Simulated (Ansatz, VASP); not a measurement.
# GaN in VASP and in Ansatz

```
Ga N
1.0
    -0.03658    2.11410    2.11410
     2.11410   -0.03658    2.11410
     2.11410    2.11410   -0.03658
Ga N
1 1
Direct
  0.00000 0.00000 0.00000
  0.50000 0.50000 0.50000
```

Change from the starting cell: epitaxial_111 strain +2.0%.

Alike in both runs: task single point; functional r2SCAN; k mesh 10 × 10 × 10; no spin polarisation.

|  | VASP | Ansatz |
| --- | --- | --- |
| version | VASP 6.6.1 | Ansatz 0.2.0 |
| potentials or method | VASP PAW PBE potentials, release 64 (Ga_d, N) | plane waves, PAW |
| plane-wave cutoff (eV) | 520 | 500 |
| occupations | gaussian, width 0.01 eV | fixed |
| valence electrons in the cell | 18 | 18 |

VASP gave:

| Quantity | Value |
| --- | --- |
| gap on the k mesh at the Fermi level (eV) | 0.87 |
| pressure (GPa) | -6.5 |
| traceless stress, the component that is largest in VASP (GPa) | 3.77 |

Q: Which values does Ansatz return?

A: gap on the k mesh at the Fermi level (eV): 0.89; pressure (GPa): -7.6; traceless stress, the component that is largest in VASP (GPa): 3.77.

VASP's potentials were made for PBE, not for r2SCAN.
